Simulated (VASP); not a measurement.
Input of a VASP 6.6.1 run:

File INCAR:

```
SYSTEM = Cu
PREC = Accurate ; ENCUT = 520
EDIFF = 1E-6 ; ISMEAR = 0
SIGMA = 0.1 ; LREAL = .False.
LASPH = .True. ; NELM = 60
ALGO = Normal ; ISIF = 2
LWAVE = .False. ; LCHARG = .False.
GGA = PS ; NBANDS = 12
```

File KPOINTS:

```
regular mesh
0
Gamma
  23 23 23
  0 0 0
```

File POSCAR:

```
Cu
1.0
    1.4029959251      1.4029959251      1.4029959251
   -1.4029959251      1.4029959251      1.4029959251
   -1.4029959251     -1.4029959251      1.4029959251
Cu
1
Direct
    0.0000000000      0.0000000000      0.0000000000
```

Potentials or basis: VASP PAW PBE potentials, release 64 (Cu).

Launch:

```sh
$ cat potpaw_PBE.64/Cu/POTCAR > POTCAR
$ mpirun -np 1 vasp_std > vasp.out
```

Question: Predict the pressure.

Answer: 5.7 GPa.

Caveat: the PAW data sets were made with another functional, which shifts forces and pressure a little.
